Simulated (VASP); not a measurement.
# CaO in VASP: a series of runs

CaO is run at these levels: r2SCAN, PBE; tasks: single point.

All numbers are computed with VASP 6.6.1; they aren't measurements. Logs are shortened: lines on timing, memory, paths and dates and some standing lists are left out, and cuts for length are marked.

## (1) The cell of the first run

Symmetry: I4/mmm, No. 139, tetragonal system. Conventional cell: a = 3.391 Å, b = 3.391 Å, c = 4.954 Å, α = 90.00°, β = 90.00°, γ = 90.00°. Ca (site symmetry 4/mmm) has 6 O at 2.40 to 2.48 Å within 3.2 Å. O (site symmetry 4/mmm) has 6 Ca at 2.40 to 2.48 Å within 3.2 Å.

## (2) Single point, r2SCAN (uniaxial z strain +3.3%)

File POSCAR:

```
CaO
1.0
    0.0000000000      2.3975501188      2.4769090277
    2.3975501188      0.0000000000      2.4769090277
    2.3975501188      2.3975501188      0.0000000000
Ca O
1 1
Direct
    0.0000000000      0.0000000000      0.0000000000
    0.5000000000      0.5000000000      0.5000000000
```

File INCAR.step1:

```
SYSTEM = CaO
  ALGO = Normal
  EDIFF = 1E-4
  ENCUT = 520
  GGA = PE
  ISMEAR = 0
  LASPH = .TRUE.
  LCHARG = .FALSE.
  LREAL = .FALSE.
  LWAVE = .TRUE.
  NBANDS = 15
  NELM = 60
  PREC = Accurate
  SIGMA = 0.01
```

File INCAR.step2:

```
SYSTEM = CaO
  ALGO = Normal
  EDIFF = 1E-7
  ENCUT = 520
  ISIF = 2
  ISMEAR = 0
  ISTART = 1
  LASPH = .TRUE.
  LCHARG = .FALSE.
  LMIXTAU = .TRUE.
  LREAL = .FALSE.
  LWAVE = .FALSE.
  METAGGA = R2SCAN
  NBANDS = 15
  NELM = 60
  PREC = Accurate
  SIGMA = 0.01
```

File KPOINTS:

```
k-points
0
G
  10 10 10
  0 0 0
```

Potentials or basis: VASP PAW PBE potentials, release 64 (Ca_sv, O).

Run with:

```
$ cat potpaw_PBE.64/Ca_sv/POTCAR potpaw_PBE.64/O/POTCAR > POTCAR
$ cp INCAR.step1 INCAR
$ mpirun -np 1 vasp_std > vasp.out
$ cp INCAR.step2 INCAR
$ mpirun -np 1 vasp_std > vasp.out
```

OUTCAR:

```text
SYSTEM = CaO
   EDIFF = 1E-7
   ENCUT = 520
   ISIF = 2
   ISMEAR = 0
   ISTART = 1
   LASPH = .TRUE.
   LREAL = .FALSE.
   METAGGA = R2SCAN
   NELM = 60
   PREC = Accurate

 ion  position               nearest neighbor table
   1  0.000  0.000  0.000-   2 2.40   2 2.40   2 2.40   2 2.40   2 2.48   2 2.48
   2  0.500  0.500  0.500-   1 2.40   1 2.40   1 2.40   1 2.40   1 2.48   1 2.48

  LATTYP: Found a body centered tetragonal cell.
 ALAT       =     3.3906478945
 C/A-ratio  =     1.4610240313

  Lattice vectors:

 A1 = (  -2.3975501188,   0.0000000000,   2.4769090277)
 A2 = (   2.3975501188,   0.0000000000,   2.4769090277)
 A3 = (   0.0000000000,   2.3975501188,  -2.4769090277)

Analysis of symmetry for initial positions (statically):
=====================================================================
 Subroutine PRICEL returns:
 Original cell was already a primitive cell.

 Routine SETGRP: Setting up the symmetry group for a
 body centered tetragonal supercell.

 Subroutine GETGRP returns: Found 16 space group operations
 (whereof 16 operations were pure point group operations)
 out of a pool of 16 trial point group operations.

The static configuration has the point symmetry D_4h.

Analysis of symmetry for dynamics (positions and initial velocities):
=====================================================================
 Subroutine PRICEL returns:
 Original cell was already a primitive cell.

 Routine SETGRP: Setting up the symmetry group for a
 body centered tetragonal supercell.

 Subroutine GETGRP returns: Found 16 space group operations
 (whereof 16 operations were pure point group operations)
 out of a pool of 16 trial point group operations.

The dynamic configuration has the point symmetry D_4h.

 Subroutine INISYM returns: Found 16 space group operations
 (whereof 16 operations are pure point group operations),
 and found     1 'primitive' translations

----------------------------------------------------------------------------------------

                                     Primitive cell

  volume of cell :      28.4758

  direct lattice vectors                    reciprocal lattice vectors
     0.000000000  2.397550119  2.476909028    -0.208546214  0.208546214  0.201864499
     2.397550119  0.000000000  2.476909028     0.208546214 -0.208546214  0.201864499
     2.397550119  2.397550119  0.000000000     0.208546214  0.208546214 -0.201864499

  length of vectors
     3.447219880  3.447219880  3.390647894     0.357396590  0.357396590  0.357396590

  position of ions in fractional coordinates (direct lattice)
     0.000000000  0.000000000  0.000000000
     0.500000000  0.500000000  0.500000000

  ion indices of the primitive-cell ions
   primitive index   ion index
                 1           1
                 2           2

----------------------------------------------------------------------------------------

 KPOINTS: k-points

Automatic generation of k-mesh.
 Grid dimensions read from file:
 generate k-points for:   10   10   10

 Generating k-lattice:

  Cartesian coordinates                     Fractional coordinates (reciprocal lattice)
    -0.020854621  0.020854621  0.020186450     0.100000000  0.000000000  0.000000000
     0.020854621 -0.020854621  0.020186450     0.000000000  0.100000000  0.000000000
     0.020854621  0.020854621 -0.020186450    -0.000000000 -0.000000000  0.100000000

  Length of vectors
     0.035739659  0.035739659  0.035739659

  Shift w.r.t. Gamma in fractional coordinates (k-lattice)
     0.000000000  0.000000000  0.000000000

 Subroutine IBZKPT returns following result:
 ===========================================

 Found    102 irreducible k-points:

 Following reciprocal coordinates:
            Coordinates               Weight
  0.000000  0.000000  0.000000      1.000000
  0.100000 -0.000000  0.000000      8.000000
  0.200000 -0.000000  0.000000      8.000000
  0.300000  0.000000  0.000000      8.000000
  0.400000  0.000000  0.000000      8.000000
  0.500000  0.000000  0.000000      4.000000
[... 16 lines left out ...]
  0.300000  0.300000  0.000000      2.000000
  0.400000  0.300000  0.000000      8.000000
 [... further k-points ...]
   k-points           NKPTS =    102   k-points in BZ     NKDIM =    102   number of bands    NBANDS=     15
   number of dos      NEDOS =    301   number of ions     NIONS =      2
   total plane-waves  NPLWV =  21952
   dimension x,y,z NGX =    28 NGY =   28 NGZ =   28
   dimension x,y,z NGXF=    56 NGYF=   56 NGZF=   56
   ions per type =               1   1
   NGX,Y,Z   is equivalent  to a cutoff of  13.50, 13.50, 13.73 a.u.
   NGXF,Y,Z  is equivalent  to a cutoff of  27.01, 27.01, 27.46 a.u.
 SYSTEM =  CaO
   PREC   = accura    normal or accurate (medium, high low for compatibility)
   ISTART =      1    job   : 0-new  1-cont  2-samecut
   ICHARG =      0    charge: 1-file 2-atom 10-const
   ISPIN  =      1    spin polarized calculation?
   LNONCOLLINEAR =      F non collinear calculations
   LSORBIT =      F    spin-orbit coupling
   LASPH  =      T    aspherical Exc in radial PAW
   ENCUT  =  520.0 eV  38.22 Ry    6.18 a.u.   6.41  6.41  6.30*2*pi/ulx,y,z
   NELM   =     60;   NELMIN=  2; NELMDL=  0     # of ELM steps
   EDIFF  = 0.1E-06   stopping-criterion for ELM
   LREAL  =      F    real-space projection
   EDIFFG = 0.1E-05   stopping-criterion for IOM
   NSW    =      0    number of steps for IOM
   IBRION =     -1    ionic relax: 0-MD 1-quasi-New 2-CG
   NFREE  =      0    steps in history (QN), initial steepest desc. (CG)
   ISIF   =      2    stress and relaxation
   ISYM   =      2    0-nonsym 1-usesym 2-fastsym
   POTIM  = 0.5000    time-step for ionic-motion
   TEBEG  =    0.0;   TEEND  =   0.0 temperature during run
   PSTRESS=    0.0 pullay stress
   NELECT =      16.0000    total number of electrons
   NUPDOWN=      -1.0000    fix difference up-down
   EMIN   =  10.00;   EMAX   =-10.00  energy-range for DOS
   EFERMI =   0.00;   METHOD = LEGACY
   ISMEAR =     0;   SIGMA  =   0.01  broadening in eV -4-tet -1-fermi 0-gaus
   EFERMI_NEDOS =   21; number of points for ismear=-14 and -15
   IALGO  =     38    algorithm
   IMIX   =      4    mixing-type and parameters
     AMIX     =   0.40;   BMIX     =  1.00
     AMIX_MAG =   1.60;   BMIX_MAG =  1.00
  volume/ion in A,a.u.               =      14.24        96.08
  Fermi-wavevector in a.u.,A,eV,Ry     =   1.350899  2.552830 24.829669  1.824929
  Thomas-Fermi vector in A             =   2.478366
   LORBIT       =      0    0 simple, 1 ext, 2 COOP (PROOUT), +10 PAW based schemes
   METAGGA = R2SCAN    functional components
   LHFCALC =     F    Hartree Fock is set to
   AEXX    =    0.0000 exact exchange contribution
   IVDW    =     0    specifies the selected vdW correction
   LEPSILON=     F    determine dielectric tensor
   LRPA    =     F    only Hartree local field effects (RPA)
 non-spin polarized calculation
 Gauss-broadening in eV      SIGMA  =   0.01
  energy-cutoff  :      520.00
  volume of cell :       28.48
 maximum number of plane-waves:       787
 NGX is ok and might be reduce to    28
   NGX = 13   NGY = 13   NGZ = 13

 number of electron      16.0000003 magnetization

 Free energy of the ion-electron system (eV)
  ---------------------------------------------------
  ext. energy  EPLUGINS =         0.00000000
  ---------------------------------------------------
  free energy    TOTEN  =       -19.44006463 eV

  energy without entropy =      -19.44006463  energy(sigma->0) =      -19.44006463

 E-fermi :   2.1021     XC(G=0): -10.9384

 val. band max:        1.8972486144   @ k =   0.0000   0.0000   0.0000
 cond. band min:       6.0381721115   @ k =   0.5000   0.0000   0.5000
 fundamental gap:      4.1409234971
 Fermi energy:         2.1021496029

 k-point     1 :       0.0000    0.0000    0.0000
  band No.  band energies     occupation
      1     -37.2854      2.00000
      2     -17.2146      2.00000
      3     -17.1852      2.00000
      4     -17.1851      2.00000
      5     -14.5529      2.00000
      6       1.8292      2.00000
      7       1.8972      2.00000
      8       1.8972      2.00000
      9       7.0524      0.00000
     10       8.5261      0.00000
     11       8.7403      0.00000
     12       8.7403      0.00000
     13      10.1143      0.00000
     14      10.3638      0.00000
     15      17.4877      0.00000

 k-point     2 :       0.1000   -0.0000    0.0000
  band No.  band energies     occupation
      1     -37.2768      2.00000
      2     -17.3358      2.00000
      3     -17.2115      2.00000
      4     -17.1882      2.00000
      5     -14.4047      2.00000
      6       1.5305      2.00000
      7       1.7273      2.00000
      8       1.7634      2.00000
      9       7.4992      0.00000
     10       8.5935      0.00000
     11       8.8123      0.00000
     12       8.9026      0.00000
     13      10.3453      0.00000
     14      10.6027      0.00000
     15      17.8799      0.00000

 k-point     3 :       0.2000   -0.0000    0.0000
  band No.  band energies     occupation
      1     -37.2542      2.00000
      2     -17.6514      2.00000
      3     -17.2286      2.00000
      4     -17.1960      2.00000
      5     -14.0688      2.00000
      6       0.7939      2.00000
      7       1.4130      2.00000
      8       1.4394      2.00000
      9       8.4800      0.00000
     10       8.7008      0.00000
     11       9.2672      0.00000
     12       9.3518      0.00000
     13      10.9480      0.00000
     14      11.2240      0.00000
     15      18.4412      0.00000

 k-point     4 :       0.3000    0.0000    0.0000
  band No.  band energies     occupation
      1     -37.2262      2.00000
      2     -17.9771      2.00000
      3     -17.2485      2.00000
      4     -17.2056      2.00000
      5     -13.7172      2.00000
      6       0.0454      2.00000
      7       1.0687      2.00000
      8       1.0805      2.00000
      9       8.8273      0.00000
     10       9.7373      0.00000
     11       9.9429      0.00000
     12       9.9696      0.00000
     13      11.7136      0.00000
     14      12.0130      0.00000
     15      17.9738      0.00000
[... 307 lines left out ...]
 k-point    22 :      -0.2000    0.2000    0.0000
  band No.  band energies     occupation
      1     -37.2157      2.00000
      2     -17.9689      2.00000
      3     -17.3676      2.00000
      4     -17.1938      2.00000
      5     -13.6748      2.00000
      6       0.0094      2.00000
      7       0.9066      2.00000
      8       1.1948      2.00000
      9       8.6104      0.00000
     10       9.3563      0.00000
     11       9.8394      0.00000
     12      10.5595      0.00000
     13      12.2559      0.00000
     14      12.5351      0.00000
     15      18.1650      0.00000

 k-point    23 :       0.3000    0.3000    0.0000
  band No.  band energies     occupation
      1     -37.2136      2.00000
      2     -17.7247      2.00000
      3     -17.3082      2.00000
      4     -17.3082      2.00000
      5     -14.1242      2.00000
      6       0.1836      2.00000
      7       1.5978      2.00000
      8       1.5978      2.00000
      9       6.7981      0.00000
     10       9.6351      0.00000
     11      10.9401      0.00000
     12      10.9401      0.00000
     13      10.9967      0.00000
     14      12.4742      0.00000
     15      19.5549      0.00000

 k-point    24 :       0.4000    0.3000    0.0000
  band No.  band energies     occupation
      1     -37.1967      2.00000
      2     -17.7848      2.00000
      3     -17.3658      2.00000
      4     -17.3257      2.00000
      5     -14.0954      2.00000
      6       0.2022      2.00000
      7       1.3805      2.00000
      8       1.4794      2.00000
      9       6.7851      0.00000
     10      10.1664      0.00000
     11      11.2096      0.00000
     12      11.2704      0.00000
     13      11.4002      0.00000
     14      12.9690      0.00000
     15      17.9943      0.00000

 [... further k-points ...]
[... 5 lines left out ...]
  --------------------------------------------------------------------------------------
  -------------------------------------------------------------------------------------
  Total       -0.1413087     -0.1413087     -0.9832973      0.0000000     -0.0000000      0.0000000
  in kB       -7.9506771     -7.9506771    -55.3248170      0.0000000     -0.0000000      0.0000000
  external PRESSURE =     -23.7420571 kB  Pullay stress =       0.0000000 kB

 VOLUME and BASIS-vectors are now :
 -----------------------------------------------------------------------------
  energy-cutoff  :      520.00
  volume of cell :       28.48
      direct lattice vectors                 reciprocal lattice vectors
     0.000000000  2.397550119  2.476909028    -0.208546214  0.208546214  0.201864499
     2.397550119  0.000000000  2.476909028     0.208546214 -0.208546214  0.201864499
     2.397550119  2.397550119  0.000000000     0.208546214  0.208546214 -0.201864499

 POSITION                                       TOTAL-FORCE (eV/Angst)
 -----------------------------------------------------------------------------------
      0.00000      0.00000      0.00000         0.000000      0.000000      0.000000
      2.39755      2.39755      2.47691        -0.000000     -0.000000      0.000000
 -----------------------------------------------------------------------------------
    total drift:                                0.000000      0.000000      0.000000

  FREE ENERGIE OF THE ION-ELECTRON SYSTEM (eV)
  ---------------------------------------------------
  free  energy   TOTEN  =       -19.4400646250 eV

  energy  without entropy=      -19.4400646250  energy(sigma->0) =      -19.44006463
```

Run time: 4.8 min. Hardware: 1 thread of Intel Xeon Platinum 8259CL at 2.50GHz (Skylake/Cascade Lake), shared host; peak memory 0.19 GiB.

What came out:

```yaml
Free_energy: -19.4401 eV
Pressure: -2.4 GPa
Band_gap_on_the_k_mesh: 4.14 eV, indirect (least direct gap 4.54 eV)
```

Stress tensor (GPa, compression positive):
```
-0.80  0.00  0.00
 0.00 -0.80  0.00
 0.00  0.00 -5.53
```

Levels at points of the mesh, in eV from the valence-band top:
| k point | band 5 | band 6 | band 7 | band 8 | band 9 | band 10 | band 11 | band 12 |
| --- | --- | --- | --- | --- | --- | --- | --- | --- |
| (0.00, 0.00, 0.00) | -16.45 | -0.07 | 0.00 | 0.00 | 5.16 | 6.63 | 6.84 | 6.84 |
| (0.50, 0.00, 0.00) | -15.27 | -2.57 | -1.18 | -1.17 | 7.55 | 8.88 | 8.91 | 8.98 |
| (0.50, 0.50, 0.00) | -16.23 | -1.44 | -0.35 | -0.35 | 4.25 | 8.54 | 9.47 | 10.02 |
| (0.50, 0.00, 0.50) | -16.23 | -1.27 | -0.45 | -0.40 | 4.14 | 8.54 | 9.49 | 9.92 |

Caveat: the cell differs from its parent crystal (uniaxial z strain +3.3%); the PAW data sets were made with another functional, which shifts forces and pressure a little.

## (3) Single point, r2SCAN (strain along [111] +4.2%)

File POSCAR:

```
CaO
1.0
    0.0664920566      2.4640421754      2.4640421754
    2.4640421754      0.0664920566      2.4640421754
    2.4640421754      2.4640421754      0.0664920566
Ca O
1 1
Direct
    0.0000000000      0.0000000000      0.0000000000
    0.5000000000      0.5000000000      0.5000000000
```

File INCAR.step1:

```
PREC = Accurate ; ENCUT = 520
ISMEAR = 0 ; SIGMA = 0.01
LREAL = False ; LASPH = True
NELM = 80 ; NBANDS = 15
GGA = PE ; ALGO = Normal
EDIFF = 1E-4 ; LWAVE = True
LCHARG = False
```

File INCAR.step2:

```
PREC = Accurate ; ENCUT = 520
EDIFF = 1E-6 ; ISMEAR = 0
SIGMA = 0.01 ; LREAL = False
LASPH = True ; NELM = 80
ALGO = Normal ; ISIF = 2
LWAVE = False ; LCHARG = True
METAGGA = R2SCAN ; LMIXTAU = True
LELF = True ; LVHAR = True
NBANDS = 15 ; ISTART = 1
```

File KPOINTS:

```
Automatic mesh
0
Gamma
  10 10 10
```

Potentials or basis: VASP PAW PBE potentials, release 64 (Ca_sv, O).

Run with:

```
$ cat potpaw_PBE.64/Ca_sv/POTCAR potpaw_PBE.64/O/POTCAR > POTCAR
$ cp INCAR.step1 INCAR
$ mpirun -np 1 vasp_std > vasp.out
$ cp INCAR.step2 INCAR
$ mpirun -np 1 vasp_std > vasp.out
```

It took 4.8 min on 1 thread of Intel Xeon Platinum 8259CL at 2.50GHz (Skylake/Cascade Lake), shared host; peak memory 0.2 GiB.

It converged, with:

```
Free energy            : -19.4290 eV
Pressure               : -3.5 GPa
Band gap on the k mesh : 4.13 eV, indirect (least direct gap 4.50 eV)
```

Stress tensor (GPa, compression positive):
```
-3.54 -2.26 -2.26
-2.26 -3.54 -2.26
-2.26 -2.26 -3.54
```

Levels at points of the mesh, in eV from the valence-band top:
| k point | band 5 | band 6 | band 7 | band 8 | band 9 | band 10 | band 11 | band 12 |
| --- | --- | --- | --- | --- | --- | --- | --- | --- |
| (0.00, 0.00, 0.00) | -16.46 | -0.15 | 0.00 | 0.00 | 5.06 | 6.49 | 6.82 | 6.82 |
| (0.50, 0.00, 0.00) | -15.34 | -2.57 | -1.32 | -1.12 | 7.44 | 8.73 | 8.88 | 9.01 |
| (0.50, 0.50, 0.00) | -16.24 | -1.36 | -0.49 | -0.37 | 4.13 | 8.43 | 9.35 | 9.94 |
| (0.50, 0.50, 0.50) | -15.32 | -2.60 | -1.04 | -1.04 | 7.37 | 8.64 | 8.64 | 8.93 |

Caveat: the cell differs from its parent crystal (strain along [111] +4.2%); the PAW data sets were made with another functional, which shifts forces and pressure a little. A k mesh can miss the band edges.

(Continued in part 2 of 2.)
